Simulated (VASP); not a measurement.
# KF (Fm-3m) in VASP: notebook

Runs on KF. Level: PBE. Tasks: density of states, electric field gradients.

All numbers are computed with VASP 6.6.1; they aren't measurements. Logs are shortened: lines on timing, memory, paths and dates and some standing lists are left out, and cuts for length are marked.

**1. The cell of the first run**

It takes space group Fm-3m (No. 225, cubic). Conventional cell: a = 5.347 Å, b = 5.347 Å, c = 5.347 Å, α = 90.00°, β = 90.00°, γ = 90.00°. Within 3.5 Å of K (site symmetry m-3m) lie 6 F at 2.67 Å. F (site symmetry m-3m) has 6 K at 2.67 Å within 3.5 Å.

**2. Density of states, PBE**

The input, POSCAR:

```
KF
1.0
    0.0000000000      2.6735000000      2.6735000000
    2.6735000000      0.0000000000      2.6735000000
    2.6735000000      2.6735000000      0.0000000000
K F
1 1
Direct
    0.0000000000      0.0000000000      0.0000000000
    0.5000000000      0.5000000000      0.5000000000
```

The input, INCAR.step1:

```
PREC = Accurate ; ENCUT = 520
EDIFF = 1E-6 ; ISMEAR = -1
SIGMA = 0.01 ; LREAL = False
LASPH = True ; NELM = 100
ALGO = Normal ; ISIF = 2
LWAVE = False ; LCHARG = True
GGA = PE ; NBANDS = 15
```

The input, KPOINTS.step1:

```
regular mesh
0
Gamma
  9 9 9
```

The input, INCAR.step2:

```
PREC = Accurate ; ENCUT = 520
EDIFF = 1E-6 ; ISMEAR = -5
SIGMA = 0.01 ; LREAL = False
LASPH = True ; NELM = 100
ALGO = Normal ; ISIF = 2
LWAVE = False ; LCHARG = False
GGA = PE ; LORBIT = 10
NEDOS = 1001 ; ICHARG = 11
```

The input, KPOINTS.step2:

```
regular mesh
0
Gamma
  14 14 14
```

Potentials or basis: VASP PAW PBE potentials, release 64 (K_sv, F).

The run is started by

```console
> cat potpaw_PBE.64/K_sv/POTCAR potpaw_PBE.64/F/POTCAR > POTCAR
> cp INCAR.step1 INCAR
> cp KPOINTS.step1 KPOINTS
> mpirun -np 1 vasp_std > vasp.out
> cp INCAR.step2 INCAR
> cp KPOINTS.step2 KPOINTS
> mpirun -np 1 vasp_std > vasp.out
```

OUTCAR:

```text
PREC = Accurate
   ENCUT = 520
   EDIFF = 1E-6
   ISMEAR = -5
   LREAL = False
   LASPH = True
   NELM = 100
   ISIF = 2
   GGA = PE
   LORBIT = 10
   ICHARG = 11

 ion  position               nearest neighbor table
   1  0.000  0.000  0.000-   2 2.67   2 2.67   2 2.67   2 2.67   2 2.67   2 2.67
   2  0.500  0.500  0.500-   1 2.67   1 2.67   1 2.67   1 2.67   1 2.67   1 2.67

  LATTYP: Found a face centered cubic cell.
 ALAT       =     5.3470000000

  Lattice vectors:

 A1 = (   0.0000000000,   2.6735000000,   2.6735000000)
 A2 = (   2.6735000000,   0.0000000000,   2.6735000000)
 A3 = (   2.6735000000,   2.6735000000,   0.0000000000)

Analysis of symmetry for initial positions (statically):
=====================================================================
 Subroutine PRICEL returns:
 Original cell was already a primitive cell.

 Routine SETGRP: Setting up the symmetry group for a
 face centered cubic supercell.

 Subroutine GETGRP returns: Found 48 space group operations
 (whereof 48 operations were pure point group operations)
 out of a pool of 48 trial point group operations.

The static configuration has the point symmetry O_h .

Analysis of symmetry for dynamics (positions and initial velocities):
=====================================================================
 Subroutine PRICEL returns:
 Original cell was already a primitive cell.

 Routine SETGRP: Setting up the symmetry group for a
 face centered cubic supercell.

 Subroutine GETGRP returns: Found 48 space group operations
 (whereof 48 operations were pure point group operations)
 out of a pool of 48 trial point group operations.

The dynamic configuration has the point symmetry O_h .

 Subroutine INISYM returns: Found 48 space group operations
 (whereof 48 operations are pure point group operations),
 and found     1 'primitive' translations

----------------------------------------------------------------------------------------

                                     Primitive cell

  volume of cell :      38.2182

  direct lattice vectors                    reciprocal lattice vectors
     0.000000000  2.673500000  2.673500000    -0.187020759  0.187020759  0.187020759
     2.673500000  0.000000000  2.673500000     0.187020759 -0.187020759  0.187020759
     2.673500000  2.673500000  0.000000000     0.187020759  0.187020759 -0.187020759

  length of vectors
     3.780899959  3.780899959  3.780899959     0.323929457  0.323929457  0.323929457

  position of ions in fractional coordinates (direct lattice)
     0.000000000  0.000000000  0.000000000
     0.500000000  0.500000000  0.500000000

  ion indices of the primitive-cell ions
   primitive index   ion index
                 1           1
                 2           2

----------------------------------------------------------------------------------------

 KPOINTS: regular mesh

Automatic generation of k-mesh.
 Grid dimensions read from file:
 generate k-points for:   14   14   14

 Generating k-lattice:

  Cartesian coordinates                     Fractional coordinates (reciprocal lattice)
    -0.013358626  0.013358626  0.013358626     0.071428571  0.000000000  0.000000000
     0.013358626 -0.013358626  0.013358626     0.000000000  0.071428571  0.000000000
     0.013358626  0.013358626 -0.013358626     0.000000000  0.000000000  0.071428571

  Length of vectors
     0.023137818  0.023137818  0.023137818

  Shift w.r.t. Gamma in fractional coordinates (k-lattice)
     0.000000000  0.000000000  0.000000000

 TETIRR: Found    389 inequivalent tetrahedra from    16464

 Subroutine IBZKPT returns following result:
 ===========================================

 Found    104 irreducible k-points:

 Following reciprocal coordinates:
            Coordinates               Weight
  0.000000  0.000000  0.000000      1.000000
  0.071429  0.000000  0.000000      8.000000
  0.142857  0.000000  0.000000      8.000000
  0.214286  0.000000  0.000000      8.000000
  0.285714  0.000000  0.000000      8.000000
  0.357143  0.000000  0.000000      8.000000
[... 16 lines left out ...]
  0.214286  0.142857  0.000000     24.000000
  0.285714  0.142857  0.000000     24.000000
 [... further k-points ...]
   k-points           NKPTS =    104   k-points in BZ     NKDIM =    104   number of bands    NBANDS=     12
   number of dos      NEDOS =   1001   number of ions     NIONS =      2
   total plane-waves  NPLWV =  21952
   dimension x,y,z NGX =    28 NGY =   28 NGZ =   28
   dimension x,y,z NGXF=    56 NGYF=   56 NGZF=   56
   ions per type =               1   1
   NGX,Y,Z   is equivalent  to a cutoff of  12.31, 12.31, 12.31 a.u.
   NGXF,Y,Z  is equivalent  to a cutoff of  24.62, 24.62, 24.62 a.u.
 SYSTEM =  unknown system
   PREC   = accura    normal or accurate (medium, high low for compatibility)
   ISTART =      0    job   : 0-new  1-cont  2-samecut
   ICHARG =     11    charge: 1-file 2-atom 10-const
   ISPIN  =      1    spin polarized calculation?
   LNONCOLLINEAR =      F non collinear calculations
   LSORBIT =      F    spin-orbit coupling
   LASPH  =      T    aspherical Exc in radial PAW
   ENCUT  =  520.0 eV  38.22 Ry    6.18 a.u.   7.03  7.03  7.03*2*pi/ulx,y,z
   NELM   =    100;   NELMIN=  2; NELMDL=  0     # of ELM steps
   EDIFF  = 0.1E-05   stopping-criterion for ELM
   LREAL  =      F    real-space projection
   EDIFFG = 0.1E-04   stopping-criterion for IOM
   NSW    =      0    number of steps for IOM
   IBRION =     -1    ionic relax: 0-MD 1-quasi-New 2-CG
   NFREE  =      0    steps in history (QN), initial steepest desc. (CG)
   ISIF   =      2    stress and relaxation
   ISYM   =      2    0-nonsym 1-usesym 2-fastsym
   POTIM  = 0.5000    time-step for ionic-motion
   TEBEG  =    0.0;   TEEND  =   0.0 temperature during run
   PSTRESS=    0.0 pullay stress
   NELECT =      16.0000    total number of electrons
   NUPDOWN=      -1.0000    fix difference up-down
   EMIN   =  10.00;   EMAX   =-10.00  energy-range for DOS
   EFERMI =   0.00;   METHOD = LEGACY
   ISMEAR =    -5;   SIGMA  =   0.01  broadening in eV -4-tet -1-fermi 0-gaus
   EFERMI_NEDOS =   21; number of points for ismear=-14 and -15
   IALGO  =     38    algorithm
   IMIX   =      4    mixing-type and parameters
     AMIX     =   0.40;   BMIX     =  1.00
     AMIX_MAG =   1.60;   BMIX_MAG =  1.00
  volume/ion in A,a.u.               =      19.11       128.95
  Fermi-wavevector in a.u.,A,eV,Ry     =   1.224686  2.314320 20.406766  1.499855
  Thomas-Fermi vector in A             =   2.359751
   LORBIT       =     10    0 simple, 1 ext, 2 COOP (PROOUT), +10 PAW based schemes
   GGA     = PE    functional components
   LHFCALC =     F    Hartree Fock is set to
   AEXX    =    0.0000 exact exchange contribution
   IVDW    =     0    specifies the selected vdW correction
   LEPSILON=     F    determine dielectric tensor
   LRPA    =     F    only Hartree local field effects (RPA)
 non-spin polarized calculation
 Fermi weights with tetrahedron method with Bloechl corrections
  energy-cutoff  :      520.00
  volume of cell :       38.22
 maximum number of plane-waves:      1056

 number of electron      16.0000001 magnetization

 Free energy of the ion-electron system (eV)
  ---------------------------------------------------
  ext. energy  EPLUGINS =         0.00000000
  ---------------------------------------------------
  free energy    TOTEN  =        -8.29080210 eV

  energy without entropy =       -8.29080210  energy(sigma->0) =       -8.29080210

 E-fermi :  -2.8029     XC(G=0):  -8.3953

 val. band max:       -2.8095811092   @ k =   0.0000   0.0000   0.0000
 cond. band min:       3.3465849343   @ k =   0.0000   0.0000   0.0000
 fundamental gap:      6.1561660435
 Fermi energy:        -2.8029424423

 k-point     1 :       0.0000    0.0000    0.0000
  band No.  band energies     occupation
      1     -28.9520      2.00000
      2     -21.4642      2.00000
      3     -12.2039      2.00000
      4     -12.2039      2.00000
      5     -12.2039      2.00000
      6      -2.8096      2.00000
      7      -2.8096      2.00000
      8      -2.8096      2.00000
      9       3.3466      0.00000
     10       7.8647      0.00000
     11       7.8647      0.00000
     12       7.8647      0.00000

 k-point     2 :       0.0714    0.0000    0.0000
  band No.  band energies     occupation
      1     -28.9474      2.00000
      2     -21.4692      2.00000
      3     -12.2177      2.00000
      4     -12.2057      2.00000
      5     -12.2057      2.00000
      6      -2.8582      2.00000
      7      -2.8274      2.00000
      8      -2.8274      2.00000
      9       3.4922      0.00000
     10       7.7723      0.00000
     11       7.9348      0.00000
     12       7.9348      0.00000

 k-point     3 :       0.1429    0.0000    0.0000
  band No.  band energies     occupation
      1     -28.9346      2.00000
      2     -21.4810      2.00000
      3     -12.2561      2.00000
      4     -12.2109      2.00000
      5     -12.2109      2.00000
      6      -2.9870      2.00000
      7      -2.8768      2.00000
      8      -2.8768      2.00000
      9       3.9033      0.00000
     10       7.5596      0.00000
     11       8.1346      0.00000
     12       8.1346      0.00000

 k-point     4 :       0.2143    0.0000    0.0000
  band No.  band energies     occupation
      1     -28.9159      2.00000
      2     -21.4982      2.00000
      3     -12.3113      2.00000
      4     -12.2183      2.00000
      5     -12.2183      2.00000
      6      -3.1574      2.00000
      7      -2.9472      2.00000
      8      -2.9472      2.00000
      9       4.5110      0.00000
     10       7.3483      0.00000
     11       8.4285      0.00000
     12       8.4285      0.00000

 k-point     5 :       0.2857    0.0000    0.0000
  band No.  band energies     occupation
      1     -28.8950      2.00000
      2     -21.5178      2.00000
      3     -12.3722      2.00000
      4     -12.2264      2.00000
      5     -12.2264      2.00000
      6      -3.3297      2.00000
      7      -3.0239      2.00000
      8      -3.0239      2.00000
      9       5.2083      0.00000
     10       7.2389      0.00000
     11       8.7513      0.00000
     12       8.7513      0.00000
[... 228 lines left out ...]
      1     -28.9401      2.00000
      2     -21.4757      2.00000
      3     -12.2318      2.00000
      4     -12.2249      2.00000
      5     -12.2016      2.00000
      6      -2.9452      2.00000
      7      -2.8705      2.00000
      8      -2.8235      2.00000
      9       3.7228      0.00000
     10       7.6060      0.00000
     11       8.0117      0.00000
     12       8.1229      0.00000

 k-point    22 :       0.1429    0.1429    0.0000
  band No.  band energies     occupation
      1     -28.9291      2.00000
      2     -21.4830      2.00000
      3     -12.2432      2.00000
      4     -12.2432      2.00000
      5     -12.2325      2.00000
      6      -3.1030      2.00000
      7      -2.8327      2.00000
      8      -2.8327      2.00000
      9       4.0455      0.00000
     10       7.1826      0.00000
     11       8.3852      0.00000
     12       8.3852      0.00000

 k-point    23 :       0.2143    0.1429    0.0000
  band No.  band energies     occupation
      1     -28.9155      2.00000
      2     -21.4923      2.00000
      3     -12.2882      2.00000
      4     -12.2608      2.00000
      5     -12.2427      2.00000
      6      -3.2043      2.00000
      7      -2.8685      2.00000
      8      -2.8575      2.00000
      9       4.4640      0.00000
     10       6.9369      0.00000
     11       8.6443      0.00000
     12       8.6743      0.00000

 k-point    24 :       0.2857    0.1429    0.0000
  band No.  band energies     occupation
      1     -28.8977      2.00000
      2     -21.5051      2.00000
      3     -12.3507      2.00000
      4     -12.2748      2.00000
      5     -12.2563      2.00000
      6      -3.2950      2.00000
      7      -2.9443      2.00000
      8      -2.9084      2.00000
      9       5.0489      0.00000
     10       6.7862      0.00000
     11       8.8858      0.00000
     12       8.9899      0.00000

 [... further k-points ...]
[... 5 lines left out ...]
  --------------------------------------------------------------------------------------
  -------------------------------------------------------------------------------------
  Total        0.3231967      0.3231967      0.3231967      0.0000000      0.0000000      0.0000000
  in kB       13.5489904     13.5489904     13.5489904      0.0000000      0.0000000      0.0000000
  external PRESSURE =      13.5489904 kB  Pullay stress =       0.0000000 kB

 VOLUME and BASIS-vectors are now :
 -----------------------------------------------------------------------------
  energy-cutoff  :      520.00
  volume of cell :       38.22
      direct lattice vectors                 reciprocal lattice vectors
     0.000000000  2.673500000  2.673500000    -0.187020759  0.187020759  0.187020759
     2.673500000  0.000000000  2.673500000     0.187020759 -0.187020759  0.187020759
     2.673500000  2.673500000  0.000000000     0.187020759  0.187020759 -0.187020759

 POSITION                                       TOTAL-FORCE (eV/Angst)
 -----------------------------------------------------------------------------------
      0.00000      0.00000      0.00000         0.000000      0.000000     -0.000000
      2.67350      2.67350      2.67350        -0.000000     -0.000000      0.000000
 -----------------------------------------------------------------------------------
    total drift:                                0.000000      0.000000      0.000000

  FREE ENERGIE OF THE ION-ELECTRON SYSTEM (eV)
  ---------------------------------------------------
  free  energy   TOTEN  =        -8.2908021016 eV

  energy  without entropy=       -8.2908021016  energy(sigma->0) =       -8.29080210

 total charge

# of ion       s       p       d       tot
------------------------------------------
    1        1.958   5.593   0.033   7.584
    2        1.730   4.353   0.000   6.083
--------------------------------------------------
tot          3.689   9.946   0.033  13.667
```

Wall time 51 s (1 thread of Intel Xeon 6975P-C, shared host); peak memory 0.18 GiB.

Results:

```
Valence electrons inside the program's atomic spheres : K 7.58; F 6.08
```

(Continued in part 2 of 3.)
